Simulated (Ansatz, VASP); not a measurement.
## One calculation of Cs, two programs

```
Cs
1.0
    10.22065    0.00000    0.56234
     0.00000    8.66681    0.00000
    -4.02846    0.00000    7.67030
Cs
6
Direct
  0.00000 0.00000 0.00000
  0.00000 0.50000 0.50000
  0.33331 0.50007 0.16668
  0.66669 0.00007 0.33332
  0.66669 0.49993 0.83332
  0.33331 0.99993 0.66668
```

Alike in both runs: functional PBE; k mesh 6 × 4 × 4; occupations gaussian, width 0.1 eV; no spin polarisation.

Ansatz relaxed the structure, and its values are those at the end. VASP's run is a single point on that final structure, the one shown.

|  | VASP | Ansatz |
| --- | --- | --- |
| version | VASP 6.6.1 | Ansatz 0.2.0 |
| potentials or method | VASP PAW PBE potentials, release 64 (Cs_sv), cutoff 520 eV | scalar-relativistic, plane waves, PAW |
| valence electrons in the cell | 54 | 54 |

```csv
,VASP,Ansatz,Ansatz less VASP
gap on the k mesh at the Fermi level (eV),none,none,-
pressure (GPa),0.0,0.0,+0.01
```

A gap of «none» marks a metal or a gap that the smearing closes.

Spin-orbit coupling is off throughout.
